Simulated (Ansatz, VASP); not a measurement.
One calculation of SiC, two programs

```xyz
4
Lattice="3.0920 0.0000 0.0000 -1.5460 2.6777 0.0000 0.0000 0.0000 5.0738" Properties=species:S:1:pos:R:3 pbc="T T T"
Si   -0.1021    1.7262   -0.0184
Si    1.4439    0.8336    2.5185
C     0.0000    1.7852    1.9302
C     1.5460    0.8926    4.4671
```

Change from the starting cell: all Si atoms moved +0.125 Å, as atom 1 towards its neighbour atom 4 (C) at 1.893 Å.

Alike in both runs: task single point; functional PBE; k mesh 12 × 12 × 6; occupations gaussian, width 0.05 eV; no spin polarisation.

|  | VASP | Ansatz |
| --- | --- | --- |
| version | VASP 6.6.1 | Ansatz 0.2.0 |
| potentials or method | VASP PAW PBE potentials, release 64 (Si, C), cutoff 520 eV | scalar-relativistic, plane waves, PAW |
| valence electrons in the cell | 16 | 16 |

Ansatz gave:

| Quantity | Value |
| --- | --- |
| gap on the k mesh at the Fermi level (eV) | 2.10 |
| least direct gap on the mesh (eV) | 3.90 |
| pressure (GPa) | 2.0 |
| traceless stress, the component that is largest in VASP (GPa) | 4.25 |
| rms of the force components (eV/Å) | 1.512 |

**Question.** Estimate VASP's values.

**Answer.** gap on the k mesh at the Fermi level (eV): 2.09; least direct gap on the mesh (eV): 3.90; pressure (GPa): 2.0; traceless stress, the component that is largest in VASP (GPa): 4.24; rms of the force components (eV/Å): 1.512.

Atom by atom the forces differ by 0.001 eV/Å (rms over components).
